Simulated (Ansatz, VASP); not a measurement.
**SbAsN2 in VASP and in Ansatz**

Contents of INCAR:

```
PREC = Accurate
ENCUT = 600
EDIFF = 1E-6
ISMEAR = 0
SIGMA = 0.1
LREAL = False
LASPH = True
NELM = 100
ALGO = Normal
ISIF = 3
LWAVE = False
LCHARG = False
GGA = PE
IBRION = 2
NSW = 100
EDIFFG = -0.01
```

KPOINTS

```
regular mesh
0
Gamma
  12 12 8
```

The input POSCAR:

```
SbAsN2
1.0
    3.6939179066      0.0000000000      0.0000000000
   -1.8469589533      3.1990267466      0.0000000000
    0.0000000000      0.0000000000      5.6913009993
Sb As N
1 1 2
Direct
    0.0000000000      0.0000000000      0.0000000000
    0.0000000000      0.0000000000      0.5000000000
    0.3333333333      0.6666666667      0.5000000000
    0.6666666667      0.3333333333      0.5000000000
```

Input for Ansatz:

```yaml
crystal:
  lattice:
    - [3.6939179066, 0.0, 0.0]
    - [-1.8469589533, 3.1990267466, 0.0]
    - [0.0, 0.0, 5.6913009993]
  atoms:
    - { symbol: Sb, position: [0.0, 0.0, 0.0] }
    - { symbol: As, position: [0.0, 0.0, 0.5] }
    - { symbol: "N", position: [0.3333333333, 0.6666666667, 0.5] }
    - { symbol: "N", position: [0.6666666667, 0.3333333333, 0.5] }
basis:
  ecutwfc: 420
kpoints:
  mp_grid: { grid: [12, 12, 8] }
hamiltonian:
  xc: pbe
scf:
  occupations: { method: gaussian, width: 0.1 }
output:
  forces: true
  stress: true
  eigenvalues: true
relax:
  adjacent_minimum: "off"
  f_tol: 0.01
  max_steps: 80
  cell: { stress_tol: 0.05 }
```

Alike in both runs: task relaxation of cell and atoms; functional PBE; k mesh 12 × 12 × 8; occupations gaussian, width 0.1 eV; no spin polarisation.

|  | VASP | Ansatz |
| --- | --- | --- |
| version | VASP 6.6.1 | Ansatz 0.2.0 |
| potentials or method | VASP PAW PBE potentials, release 64 (Sb, As, N), cutoff 600 eV | scalar-relativistic, plane waves, PAW |
| valence electrons in the cell | 20 | 40 |

VASP gave:

| Item | Value |
| --- | --- |
| gap on the k mesh at the Fermi level, each at its own relaxed structure (eV) | none |
| relaxed volume (Å³/atom) | 16.82 |
| relaxed length of the cell vector where the two differ most in proportion (Å) | 5.752 |

Task: Estimate Ansatz's values.

Result: gap on the k mesh at the Fermi level, each at its own relaxed structure (eV): none; relaxed volume (Å³/atom): 16.84; relaxed length of the cell vector where the two differ most in proportion (Å): 5.762.

A gap of «none» marks a metal or a gap that the smearing closes. VASP's potentials hold 20 valence electrons a cell and Ansatz's 40, so a difference there can come from the potentials and not from the codes.

Spin-orbit coupling is off throughout.
